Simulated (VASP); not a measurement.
Here is a VASP 6.6.1 calculation.

Contents of POSCAR:

```
GaSb
1.0
    0.0000000000      2.7216090333      2.7216090333
    2.7216090333      0.0000000000      2.7216090333
    2.7216090333      2.7216090333      0.0000000000
Ga Sb
1 1
Direct
    0.0000000000      0.0000000000      0.0000000000
    0.5000000000      0.5000000000      0.5000000000
```

INCAR.step1

```
SYSTEM = GaSb
ALGO = Normal
EDIFF = 1E-4
ENCUT = 600
GGA = PE
ISMEAR = -1
LASPH = .True.
LCHARG = .False.
LREAL = .False.
LWAVE = .True.
NELM = 80
PREC = Accurate
SIGMA = 0.05
```

INCAR.step2

```
SYSTEM = GaSb
ALGO = Normal
EDIFF = 1E-6
EDIFFG = -0.005
ENCUT = 600
IBRION = 2
ISIF = 3
ISMEAR = -1
ISTART = 1
LASPH = .True.
LCHARG = .False.
LMIXTAU = .True.
LREAL = .False.
LWAVE = .False.
METAGGA = R2SCAN
NELM = 80
NSW = 60
PREC = Accurate
SIGMA = 0.05
```

KPOINTS

```
k-points
0
Gamma
  12 12 12
  0 0 0
```

Potentials or basis: VASP PAW PBE potentials, release 64 (Ga_d, Sb).

Run with:

```bash
$ cat potpaw_PBE.64/Ga_d/POTCAR potpaw_PBE.64/Sb/POTCAR > POTCAR
$ cp INCAR.step1 INCAR
$ mpirun -np 1 vasp_std > vasp.out
$ cp INCAR.step2 INCAR
$ mpirun -np 1 vasp_std > vasp.out
```

Problem. What does it give for the relaxed volume?

Solution. 23.64 Å³/atom.

Problem. What does it give for the space group after relaxing (to 0.1 Å)?

Solution. Fm-3m (No. 225).

Problem. Predict the relaxed cell.

Solution. a = 4.059 Å, b = 4.059 Å, c = 4.059 Å, α = 60.00°, β = 60.00°, γ = 60.00°.

Final structure:
```
Ga Sb
1.0
     0.00000    2.86999    2.86999
     2.86999    0.00000    2.86999
     2.86999    2.86999    0.00000
Ga Sb
1 1
Direct
  0.00000 0.00000 0.00000
  0.50000 0.50000 0.50000
```

Caveat: the volume moved by over 15 % at a fixed basis, so the end points are rough; the PAW data sets were made with another functional, which shifts forces and pressure a little.
